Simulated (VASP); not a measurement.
Input of a VASP 6.6.1 run:

Contents of INCAR:

```
SYSTEM = Zn
PREC = Accurate
ENCUT = 600
EDIFF = 1E-6
ISMEAR = 0
SIGMA = 0.1
LREAL = .FALSE.
LASPH = .TRUE.
NELM = 100
ALGO = Fast
ISIF = 3
LWAVE = .FALSE.
LCHARG = .FALSE.
GGA = PE
IBRION = 2
NSW = 100
EDIFFG = -0.01
```

KPOINTS

```
Automatic mesh
0
G
  26 26 26
  0 0 0
```

The input POSCAR:

```
Zn
1.0
   -1.7347608309      1.7347608309      1.2913025885
    1.7347608309     -1.7347608309      1.2913025885
    1.7347608309      1.7347608309     -1.2913025885
Zn
1
Direct
    0.0000000000      0.0000000000      0.0000000000
```

Potentials or basis: VASP PAW PBE potentials, release 64 (Zn).

Command:

```bash
$ cat potpaw_PBE.64/Zn/POTCAR > POTCAR
$ mpirun -np 1 vasp_std > vasp.out
```

(1) Predict the relaxed cell.

(2) Estimate the relaxed volume.

(3) What does it give for the space group after relaxing (to 0.1 Å)?

(4) What does it give for the band gap on the k mesh?

Answers

(1) a = 2.768 Å, b = 2.768 Å, c = 2.768 Å, α = 102.90°, β = 102.90°, γ = 123.60°.

(2) 15.57 Å³/atom.

(3) I4/mmm (No. 139).

(4) zero (bands 6 and 7 overlap by 6.02 eV).
